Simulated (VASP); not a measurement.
A run of VASP 6.6.1 is set up as follows.

The input POSCAR:

```
MgS
1.0
    0.0000000000      2.8308768389      2.8308768389
    2.8308768389      0.0000000000      2.8308768389
    2.8308768389      2.8308768389      0.0000000000
Mg S
1 1
Direct
    0.0000000000      0.0000000000      0.0000000000
    0.2500000000      0.2500000000      0.2500000000
```

The input INCAR.step1:

```
SYSTEM = MgS
  ALGO = Normal
  EDIFF = 1E-8
  ENCUT = 500
  GGA = PE
  ISMEAR = 0
  LASPH = .TRUE.
  LCHARG = .FALSE.
  LREAL = .FALSE.
  LWAVE = .TRUE.
  NELM = 100
  PREC = Accurate
  SIGMA = 0.01
```

Contents of INCAR.step2:

```
SYSTEM = MgS
  ALGO = Exact
  EDIFF = 1E-8
  ENCUT = 500
  GGA = PE
  ISMEAR = 0
  ISTART = 1
  LASPH = .TRUE.
  LCHARG = .FALSE.
  LOPTICS = .TRUE.
  LREAL = .FALSE.
  LWAVE = .TRUE.
  NBANDS = 94
  NELM = 1
  PREC = Accurate
  SIGMA = 0.01
```

File INCAR.step3:

```
SYSTEM = MgS
  ALGO = EVGW0
  EDIFF = 1E-8
  ENCUT = 500
  ENCUTGW = 60.0
  GGA = PE
  ISMEAR = 0
  ISTART = 1
  LASPH = .TRUE.
  LCHARG = .FALSE.
  LREAL = .FALSE.
  LWAVE = .FALSE.
  NBANDS = 94
  NBANDSGW = 12
  NELMGW = 1
  NOMEGA = 48
  PREC = Accurate
  PRECFOCK = Fast
  SIGMA = 0.01
```

Contents of KPOINTS:

```
k-points
0
G
  4 4 4
  0 0 0
```

Potentials or basis: VASP PAW PBE potentials, release 64 (Mg_GW, S_GW).

Launch:

```sh
$ cat potpaw_PBE.64/Mg_GW/POTCAR potpaw_PBE.64/S_GW/POTCAR > POTCAR
$ cp INCAR.step1 INCAR
$ mpirun -np 1 vasp_std > vasp.out
$ cp INCAR.step2 INCAR
$ mpirun -np 1 vasp_std > vasp.out
$ cp INCAR.step3 INCAR
$ mpirun -np 1 vasp_std > vasp.out
```

Problem. Estimate the quasiparticle gap.

Solution. 4.85 eV.

Problem. Estimate the least direct quasiparticle gap.

Solution. 4.85 eV.

Problem. Estimate the band gap on the k mesh, mean-field level.

Solution. 3.45 eV, direct.

Caveat: the k points lie up to 0.48 Å⁻¹ apart; bands, screening cutoff and mesh are small and nothing is extrapolated, so the quasiparticle values aren't converged. A k mesh can miss the band edges.
